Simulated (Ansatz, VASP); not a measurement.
# Al: VASP beside Ansatz

INCAR

```
SYSTEM = Al
  PREC = Accurate
  ENCUT = 520
  EDIFF = 1E-6
  ISMEAR = -1
  SIGMA = 0.1
  LREAL = .False.
  LASPH = .True.
  NELM = 60
  ALGO = Normal
  ISIF = 2
  LWAVE = .False.
  LCHARG = .False.
  GGA = PE
  NBANDS = 8
```

The input KPOINTS:

```
Automatic mesh
0
Gamma
  22 22 22
  0 0 0
```

POSCAR

```
Al
1.0
    0.0000000000      1.9356982637      1.9356982637
    1.9356982637      0.0000000000      1.9356982637
    1.9356982637      1.9356982637      0.0000000000
Al
1
Direct
    0.0000000000      0.0000000000      0.0000000000
```

Input for Ansatz:

```yaml
crystal:
  lattice:
    - [0.0, 1.9356982637, 1.9356982637]
    - [1.9356982637, 0.0, 1.9356982637]
    - [1.9356982637, 1.9356982637, 0.0]
  atoms:
    - { symbol: Al, position: [0.0, 0.0, 0.0] }
hamiltonian:
  xc: pbe
  pseudopotentials:
    kind: paw
    azcp:
      Al: "pseudopotentials/Al.paw.azcp"
basis:
  ecutwfc: 420
  fft_grid_basis: typed
kpoints:
  mp_grid: { grid: [22, 22, 22], shift: [0, 0, 0] }
magnetization:
  spin_polarized: false
scf:
  occupations: { method: fermi_dirac, width: 0.1 }
output:
  stress: true
```

Alike in both runs: task single point; functional PBE; k mesh 22 × 22 × 22; occupations fermi-dirac, width 0.1 eV; no spin polarisation.

|  | VASP | Ansatz |
| --- | --- | --- |
| version | VASP 6.6.1 | Ansatz 0.2.0 |
| potentials or method | VASP PAW PBE potentials, release 64 (Al), cutoff 520 eV | plane waves (420 eV) with PAW, scalar-relativistic |
| valence electrons in the cell | 3 | 3 |

|  | VASP | Ansatz | Ansatz less VASP |
| --- | --- | --- | --- |
| pressure (GPa) | 13.4 | 13.4 | +0.03 |
